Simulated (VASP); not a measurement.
Write the native input for VASP 6.6.1 that does the following.

```
Task                    : single point
Functional              : PBE
Potentials or basis     : VASP PAW PBE potentials, release 64 (Pt, S)
Cutoff                  : 520 eV
k mesh                  : 11 × 11 × 11
Occupations             : fermi-dirac, width 0.05 eV
Spin                    : no spin polarisation
Dipole correction       : no
k mesh for the DOS      : 17 × 17 × 17
Occupations for the DOS : tetrahedron
Further INCAR settings  : ALGO = Normal; EDIFF = 1e-06; NBANDS = 18
```

Crystal: PtS2 (fluorite type).

```xyz
3
Lattice="0.0000 2.9857 2.9857 2.9857 0.0000 2.9857 2.9857 2.9857 0.0000" Properties=species:S:1:pos:R:3 pbc="T T T"
Pt    0.0000    0.0000    0.0000
S     1.4929    1.4929    1.4929
S     4.4786    4.4786    4.4786
```

These files were run (other wordings do the same):

POSCAR

```
PtS2
1.0
    0.0000000000      2.9857144696      2.9857144696
    2.9857144696      0.0000000000      2.9857144696
    2.9857144696      2.9857144696      0.0000000000
Pt S
1 2
Direct
    0.0000000000      0.0000000000      0.0000000000
    0.2500000000      0.2500000000      0.2500000000
    0.7500000000      0.7500000000      0.7500000000
```

INCAR.step1

```
SYSTEM = PtS2
PREC = Accurate
ENCUT = 520
EDIFF = 1E-6
ISMEAR = -1
SIGMA = 0.05
LREAL = .FALSE.
LASPH = .TRUE.
NELM = 60
ALGO = Normal
ISIF = 2
LWAVE = .FALSE.
LCHARG = .TRUE.
LMAXMIX = 4
GGA = PE
NBANDS = 18
```

KPOINTS.step1

```
regular mesh
0
G
  11 11 11
  0 0 0
```

INCAR.step2

```
SYSTEM = PtS2
PREC = Accurate
ENCUT = 520
EDIFF = 1E-6
ISMEAR = -5
SIGMA = 0.05
LREAL = .FALSE.
LASPH = .TRUE.
NELM = 60
ALGO = Normal
ISIF = 2
LWAVE = .FALSE.
LCHARG = .FALSE.
LMAXMIX = 4
GGA = PE
LORBIT = 11
NBANDS = 18
NEDOS = 2001
ICHARG = 11
```

KPOINTS.step2

```
regular mesh
0
G
  17 17 17
  0 0 0
```

Potentials or basis: VASP PAW PBE potentials, release 64 (Pt, S).

The run is started by

```console
$ cat potpaw_PBE.64/Pt/POTCAR potpaw_PBE.64/S/POTCAR > POTCAR
$ cp INCAR.step1 INCAR
$ cp KPOINTS.step1 KPOINTS
$ mpirun -np 1 vasp_std > vasp.out
$ cp INCAR.step2 INCAR
$ cp KPOINTS.step2 KPOINTS
$ mpirun -np 1 vasp_std > vasp.out
```

Results of the run:

```yaml
Valence_electrons_inside_the_program's_atomic_spheres: Pt 9.09; S 3.56
```

It took 82 s on 1 thread of Intel(R) Xeon(R) Platinum 8259CL CPU @ 2.50GHz (Skylake/Cascade Lake), on a shared host, peak memory 0.28 GiB.
